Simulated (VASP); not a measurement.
InSb3: single point with PBE

Crystal: InSb3.

```
Sb In
1.0
     0.00000    3.79455    3.79455
     3.79455    0.00000    3.79455
     3.79455    3.79455    0.00000
Sb In
3 1
Direct
  0.50000 0.50000 0.50000
  0.75000 0.75000 0.75000
  0.25000 0.25000 0.25000
  0.00000 0.00000 0.00000
```

```
Program             : VASP 6.6.1
Task                : single point
Functional          : PBE
Potentials or basis : VASP PAW PBE potentials, release 64 (Sb, In_d)
Cutoff              : 520 eV
k mesh              : 4 × 4 × 4
Occupations         : fermi-dirac, width 0.05 eV
Spin                : no spin polarisation
```

* Pressure: -1.4 GPa
* Band gap on the k mesh: zero (band 14 reaches 9.13 eV, above the bottom of band 15 at 5.65 eV)

Levels at points of the mesh, in eV from the Fermi level:
| k point | band 10 | band 11 | band 12 | band 13 | band 14 | band 15 | band 16 | band 17 | band 18 | band 19 |
| --- | --- | --- | --- | --- | --- | --- | --- | --- | --- | --- |
| (0.00, 0.00, 0.00) | -2.46 | -2.46 | -2.37 | -2.37 | -2.37 | -2.30 | -0.66 | -0.66 | -0.66 | 3.49 |
| (0.50, 0.00, 0.00) | -3.41 | -3.41 | -2.58 | -2.58 | -0.23 | -0.09 | 1.94 | 1.94 | 3.07 | 3.07 |
| (0.50, 0.50, 0.00) | -5.04 | -5.04 | 0.35 | 0.91 | 0.91 | 1.26 | 1.72 | 1.82 | 1.82 | 4.14 |

Run time: 33 s on 1 thread of Intel Xeon 6975P-C (shared host), peak memory 0.24 GiB.

Caveat: spin-orbit coupling is left out, which moves the levels of the heavy elements.
